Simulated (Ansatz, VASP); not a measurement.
## Two plane-wave programs on TiAl3

```
CELL_PARAMETERS angstrom
3.95567 0.00000 0.00000
0.00000 3.95567 0.00000
0.00000 0.00000 3.95567
ATOMIC_POSITIONS crystal
Ti 0.00000 0.00000 0.00000
Al 0.50000 0.50000 0.00000
Al 0.50000 0.00000 0.50000
Al 0.00000 0.50000 0.50000
```

Alike in both runs: task single point; functional LDA; k mesh 6 × 6 × 6; occupations gaussian, width 0.05 eV; no spin polarisation.

```csv
,VASP,Ansatz
version,VASP 6.6.1,Ansatz 0.2.0
potentials or method,"VASP PAW LDA potentials, release 64 (Ti_sv, Al)","plane waves, PAW"
plane-wave cutoff (eV),500,420
valence electrons in the cell,21,21
```

```tsv
	VASP	Ansatz	Ansatz less VASP
gap on the k mesh at the Fermi level (eV)	none	none	-
pressure (GPa)	-3.5	-3.7	-0.15
```

LDA's correlation is that of Perdew and Zunger in VASP and of Perdew and Wang (1992) in Ansatz. A gap of «none» marks a metal or a gap that the smearing closes.
